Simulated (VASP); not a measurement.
# TiO2 (P1) in VASP: single point with BLYP

Aim: the single point of TiO2 with BLYP.

All numbers are computed with VASP 6.6.1; they aren't measurements. Logs are shortened: lines on timing, memory, paths and dates and some standing lists are left out, and cuts for length are marked.

## 1. The cell of the first run

The typed cell holds 9 atoms: a = 3.008 Å, b = 4.826 Å, c = 7.345 Å, α = 88.31°, β = 78.20°, γ = 89.98°.

## 2. Single point, BLYP

Input file INCAR:

```
PREC     = Accurate       # precision mode
ENCUT    = 520            # plane-wave cutoff, eV
EDIFF    = 1E-6           # SCF threshold, eV
ISMEAR   = -1             # smearing method
SIGMA    = 0.05           # smearing width, eV
LREAL    = False          # projectors in reciprocal space
LASPH    = True           # aspherical terms in the spheres
NELM     = 100            # most SCF steps
ALGO     = Normal         # electronic algorithm
ISIF     = 2              # what is computed and relaxed
LWAVE    = False          # write WAVECAR
LCHARG   = False          # write CHGCAR
GGA      = B5             # functional
ALDAX    = 1.0          
AGGAX    = 1.0          
AGGAC    = 1.0          
ALDAC    = 0.0          
NBANDS   = 46             # bands
```

Input file KPOINTS:

```
Automatic mesh
0
Gamma
  9 6 4
```

Input file POSCAR:

```
TiO2
1.0
    3.0076758938      0.0004015602     -0.0002664026
    0.0008477124      4.8259983740     -0.0107706748
    1.5026648679      0.2324426690      7.1854264763
Ti O
3 6
Direct
   -0.0318651613      0.0004845350      0.0006908405
    0.3369435127      0.4839654480      0.3162781045
    0.6563526642      0.5168108108      0.6852305703
    0.4486771712      0.1866142521      0.1288277699
    0.7861322796      0.3047549181      0.4494259403
    0.1097508693      0.3063827675      0.8059181952
    0.9154831410      0.6944440475      0.1954528941
    0.2344333821      0.6957916073      0.5520133500
    0.5769431312      0.8141386237      0.8724953253
```

Potentials or basis: VASP PAW PBE potentials, release 64 (Ti_sv, O).

Launch:

```bash
cat potpaw_PBE.64/Ti_sv/POTCAR potpaw_PBE.64/O/POTCAR > POTCAR
mpirun -np 1 vasp_std > vasp.out
```

OUTCAR:

```text
PREC = Accurate
   ENCUT = 520
   EDIFF = 1E-6
   ISMEAR = -1
   LREAL = False
   LASPH = True
   NELM = 100
   ISIF = 2
   GGA = B5

 ion  position               nearest neighbor table
   1  0.968  0.000  0.001-   4 1.89   9 1.89   6 2.01   7 2.01   4 2.09   9 2.10
   2  0.337  0.484  0.316-   5 1.93   7 1.96   4 2.00   5 2.00   8 2.01   7 2.04
   3  0.656  0.517  0.685-   8 1.94   6 1.97   8 2.00   9 2.00   5 2.01   6 2.03
   4  0.449  0.187  0.129-   1 1.89   2 2.00   1 2.09
   5  0.786  0.305  0.449-   2 1.93   2 2.00   3 2.01
   6  0.110  0.306  0.806-   3 1.97   1 2.01   3 2.03
   7  0.915  0.694  0.195-   2 1.96   1 2.01   2 2.04
   8  0.234  0.696  0.552-   3 1.94   3 2.00   2 2.01
   9  0.577  0.814  0.872-   1 1.89   3 2.00   1 2.10

  LATTYP: Found a triclinic cell.
 ALAT       =     7.3445479742
 B/A-ratio  =     0.4095113740
 C/A-ratio  =     0.6570874728
 COS(alpha) =     0.0003093640
 COS(beta)  =     0.0295007434
 COS(gamma) =     0.2045135309

  Lattice vectors:

 A1 = (   1.5026648679,   0.2324426690,   7.1854264763)
 A2 = (   3.0076758938,   0.0004015602,  -0.0002664026)
 A3 = (   0.0008477124,   4.8259983740,  -0.0107706748)

Analysis of symmetry for initial positions (statically):
=====================================================================
 Subroutine PRICEL returns:
 Original cell was already a primitive cell.

 Routine SETGRP: Setting up the symmetry group for a
 triclinic supercell.

 Subroutine GETGRP returns: Found  1 space group operations
 (whereof  1 operations were pure point group operations)
 out of a pool of  2 trial point group operations.

The static configuration has the point symmetry C_1 .

Analysis of symmetry for dynamics (positions and initial velocities):
=====================================================================
 Subroutine PRICEL returns:
 Original cell was already a primitive cell.

 Routine SETGRP: Setting up the symmetry group for a
 triclinic supercell.

 Subroutine GETGRP returns: Found  1 space group operations
 (whereof  1 operations were pure point group operations)
 out of a pool of  2 trial point group operations.

The dynamic configuration has the point symmetry C_1 .

 Subroutine INISYM returns: Found  1 space group operations
 (whereof  1 operations are pure point group operations),
 and found     1 'primitive' translations

[... 107 lines left out ...]
   NELM   =    100;   NELMIN=  2; NELMDL= -5     # of ELM steps
   EDIFF  = 0.1E-05   stopping-criterion for ELM
   LREAL  =      F    real-space projection
   EDIFFG = 0.1E-04   stopping-criterion for IOM
   NSW    =      0    number of steps for IOM
   IBRION =     -1    ionic relax: 0-MD 1-quasi-New 2-CG
   NFREE  =      0    steps in history (QN), initial steepest desc. (CG)
   ISIF   =      2    stress and relaxation
   ISYM   =      2    0-nonsym 1-usesym 2-fastsym
   POTIM  = 0.5000    time-step for ionic-motion
   TEBEG  =    0.0;   TEEND  =   0.0 temperature during run
   PSTRESS=    0.0 pullay stress
   NELECT =      72.0000    total number of electrons
   NUPDOWN=      -1.0000    fix difference up-down
   EMIN   =  10.00;   EMAX   =-10.00  energy-range for DOS
   EFERMI =   0.00;   METHOD = LEGACY
   ISMEAR =    -1;   SIGMA  =   0.05  broadening in eV -4-tet -1-fermi 0-gaus
   EFERMI_NEDOS =   21; number of points for ismear=-14 and -15
   IALGO  =     38    algorithm
   IMIX   =      4    mixing-type and parameters
     AMIX     =   0.40;   BMIX     =  1.00
     AMIX_MAG =   1.60;   BMIX_MAG =  1.00
  volume/ion in A,a.u.               =      11.59        78.21
  Fermi-wavevector in a.u.,A,eV,Ry     =   1.446824  2.734100 28.481061  2.093299
  Thomas-Fermi vector in A             =   2.564848
   LORBIT       =      0    0 simple, 1 ext, 2 COOP (PROOUT), +10 PAW based schemes
   GGA     = B5    functional components
   LHFCALC =     F    Hartree Fock is set to
   AEXX    =    0.0000 exact exchange contribution
   IVDW    =     0    specifies the selected vdW correction
   LEPSILON=     F    determine dielectric tensor
   LRPA    =     F    only Hartree local field effects (RPA)
 non-spin polarized calculation
  energy-cutoff  :      520.00
  volume of cell :      104.31
 maximum number of plane-waves:      2833
   NGX = 11   NGY = 17   NGZ = 27

 number of electron      71.9999995 magnetization

 Free energy of the ion-electron system (eV)
  ---------------------------------------------------
  ext. energy  EPLUGINS =         0.00000000
  ---------------------------------------------------
  free energy    TOTEN  =       -77.08977797 eV

  energy without entropy =      -77.08977797  energy(sigma->0) =      -77.08977797

 E-fermi :   4.6364     XC(G=0): -10.2863

 val. band max:        3.6003430259   @ k =   0.0000   0.0000   0.2500
 cond. band min:       5.9002196728   @ k =   0.0000   0.0000   0.0000
 fundamental gap:      2.2998766469
 Fermi energy:         4.6363817348

 k-point     1 :       0.0000    0.0000    0.0000
  band No.  band energies     occupation
      1     -52.9475      2.00000
      2     -52.9003      2.00000
      3     -52.8720      2.00000
      4     -29.4093      2.00000
      5     -29.3578      2.00000
      6     -29.2886      2.00000
[... 1165 lines left out ...]
     45       7.5884      0.00000
     46       9.0135      0.00000

 [... further k-points ...]
[... 5 lines left out ...]
  --------------------------------------------------------------------------------------
  -------------------------------------------------------------------------------------
  Total        0.7821334      0.4698965      0.5802556      0.0013757      0.0130948     -0.0015460
  in kB       12.0138249      7.2177636      8.9129155      0.0211317      0.2011409     -0.0237471
  external PRESSURE =       9.3815014 kB  Pullay stress =       0.0000000 kB

 VOLUME and BASIS-vectors are now :
 -----------------------------------------------------------------------------
  energy-cutoff  :      520.00
  volume of cell :      104.31
      direct lattice vectors                 reciprocal lattice vectors
     3.007675894  0.000401560 -0.000266403     0.332476503 -0.000213562 -0.069522821
     0.000847712  4.825998374 -0.010770675    -0.000028256  0.207196070 -0.006696714
     1.502664868  0.232442669  7.185426476     0.000012284  0.000310571  0.139157968

 POSITION                                       TOTAL-FORCE (eV/Angst)
 -----------------------------------------------------------------------------------
      2.91287      0.00289      0.00470         0.101602     -0.001040      0.000799
      1.48909      2.40927      2.26729         0.039584      0.006757     -0.041505
      3.00421      2.65367      4.91793         0.029019     -0.008085      0.039779
      1.54322      0.93073      0.92355        -0.051930      0.029949      0.028014
      3.04003      1.57553      3.22583        -0.023233     -0.079374      0.020984
      1.54138      1.66598      5.78754        -0.010702     -0.016468      0.015015
      3.04777      3.39719      1.39669        -0.016262      0.018772     -0.016945
      1.53518      3.48629      3.95889        -0.015595      0.079494     -0.018401
      3.04702      4.13207      6.26033        -0.052483     -0.030006     -0.027739
 -----------------------------------------------------------------------------------
    total drift:                                0.000105     -0.000279      0.000227

  FREE ENERGIE OF THE ION-ELECTRON SYSTEM (eV)
  ---------------------------------------------------
  free  energy   TOTEN  =       -77.0897779675 eV

  energy  without entropy=      -77.0897779674  energy(sigma->0) =      -77.08977797
```

OSZICAR:

```text
N       E                     dE             d eps       ncg     rms          rms(c)
DAV:   1     0.108289668836E+04    0.10829E+04   -0.35989E+04 10120   0.183E+03
DAV:   2     0.101394208987E+03   -0.98150E+03   -0.93446E+03 10548   0.560E+02
DAV:   3    -0.920260318326E+02   -0.19342E+03   -0.18884E+03 13268   0.224E+02
DAV:   4    -0.104932287388E+03   -0.12906E+02   -0.12881E+02 15088   0.616E+01
DAV:   5    -0.105554900420E+03   -0.62261E+00   -0.62238E+00 15146   0.109E+01    0.379E+01
DAV:   6    -0.788448591230E+02    0.26710E+02   -0.18689E+02 13914   0.973E+01    0.171E+01
DAV:   7    -0.778225591425E+02    0.10223E+01   -0.41354E+01 13002   0.403E+01    0.107E+01
DAV:   8    -0.770415653508E+02    0.78099E+00   -0.40265E+00 12470   0.153E+01    0.383E+00
DAV:   9    -0.771115762232E+02   -0.70011E-01   -0.71022E-01 15574   0.442E+00    0.226E+00
DAV:  10    -0.770953632769E+02    0.16213E-01   -0.20689E-01 14400   0.405E+00    0.775E-01
DAV:  11    -0.770944802409E+02    0.88304E-03   -0.64928E-02 13920   0.220E+00    0.637E-01
DAV:  12    -0.770897773959E+02    0.47028E-02   -0.22645E-02 15096   0.107E+00    0.111E-01
DAV:  13    -0.770897781730E+02   -0.77714E-06   -0.11662E-03 13898   0.246E-01    0.574E-02
DAV:  14    -0.770897864109E+02   -0.82379E-05   -0.25427E-04 14004   0.986E-02    0.244E-02
DAV:  15    -0.770897790836E+02    0.73272E-05   -0.39579E-05 15182   0.468E-02    0.127E-02
DAV:  16    -0.770897778831E+02    0.12005E-05   -0.91749E-06 12778   0.176E-02    0.555E-03
DAV:  17    -0.770897779675E+02   -0.84332E-07   -0.13149E-06  7206   0.812E-03
   1 F= -.77089778E+02 E0= -.77089778E+02  d E =-.620099E-10
```

Run time: 7.7 min. Hardware: 1 thread of Intel Xeon Platinum 8488C (Sapphire Rapids), shared host; peak memory 0.47 GiB.

What came out:

- Free energy: -77.0898 eV
- Pressure: 0.9 GPa
- Largest force: 0.102 eV/Å
- Band gap on the k mesh: 2.30 eV (least direct gap 2.31 eV)

Forces in eV/Å, atoms in the order of the input:
```
Ti   0.102 -0.001  0.001
Ti   0.040  0.007 -0.042
Ti   0.029 -0.008  0.040
O   -0.052  0.030  0.028
O   -0.023 -0.079  0.021
O   -0.011 -0.016  0.015
O   -0.016  0.019 -0.017
O   -0.016  0.079 -0.018
O   -0.052 -0.030 -0.028
```

Caveat: the PAW data sets were made with another functional, which shifts forces and pressure a little. A k mesh can miss the band edges.
